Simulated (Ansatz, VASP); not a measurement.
# K: VASP and Ansatz over several settings

```
CELL_PARAMETERS angstrom
-2.71542 2.71542 2.71542
2.71542 -2.71542 2.71542
2.71542 2.71542 -2.71542
ATOMIC_POSITIONS crystal
K 0.00000 0.00000 0.00000
```

Single points on this cell with VASP 6.6.1 and Ansatz 0.2.0. Each row is one pair of runs. Alike in all rows: spin: off; k mesh: 7 × 7 × 7; smearing: fermi-dirac, width 0.05 eV.

```csv
level,"VASP's potentials, cutoff","Ansatz's potentials, cutoff","gap on the k mesh at the Fermi level (eV), VASP","gap on the k mesh at the Fermi level (eV), Ansatz","pressure (GPa), VASP","pressure (GPa), Ansatz"
PBEsol,"VASP PAW PBE potentials, release 64 (K_sv), 520 eV","JTH PAW, 690 eV",none,none,-0.4,-0.4
LDA,"VASP PAW LDA potentials, release 64 (K_sv), 520 eV","Ansatz PAW, 420 eV",none,none,-0.7,-0.7
r2SCAN,"VASP PAW PBE potentials, release 64 (K_sv), 520 eV","Ansatz PAW, 500 eV",none,?,-0.2,?
```

Fill in what Ansatz gave in row 3.

gap on the k mesh at the Fermi level (eV): none; pressure (GPa): -0.1.

A gap of «none» marks a metal or a gap that the smearing closes.
